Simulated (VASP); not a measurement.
Here is a VASP 6.6.1 calculation.

The input INCAR:

```
ALGO     = Normal         # electronic algorithm
EDIFF    = 1E-6           # SCF threshold, eV
ENCUT    = 520            # plane-wave cutoff, eV
GGA      = PS             # functional
ISIF     = 2              # what is computed and relaxed
ISMEAR   = -1             # smearing method
LASPH    = True           # aspherical terms in the spheres
LCHARG   = False          # write CHGCAR
LREAL    = False          # projectors in reciprocal space
LWAVE    = False          # write WAVECAR
NBANDS   = 11             # bands
NELM     = 100            # most SCF steps
PREC     = Accurate       # precision mode
SIGMA    = 0.05           # smearing width, eV
```

The input KPOINTS:

```
k-points
0
Gamma
  12 12 12
```

File POSCAR:

```
Pt
1.0
   -1.5947118289      1.5947118289      1.5947118289
    1.5947118289     -1.5947118289      1.5947118289
    1.5947118289      1.5947118289     -1.5947118289
Pt
1
Direct
    0.0000000000      0.0000000000      0.0000000000
```

Potentials or basis: VASP PAW PBE potentials, release 64 (Pt).

Launch:

```sh
$ cat potpaw_PBE.64/Pt/POTCAR > POTCAR
$ mpirun -np 1 vasp_std > vasp.out
```

Estimate the band gap on the k mesh.

zero (band 5 reaches 10.52 eV, above the bottom of band 6 at 8.48 eV).

Estimate the pressure.

-15.6 GPa.

Caveat: the PAW data sets were made with another functional, which shifts forces and pressure a little; spin-orbit coupling is left out, which moves the levels of the heavy elements.
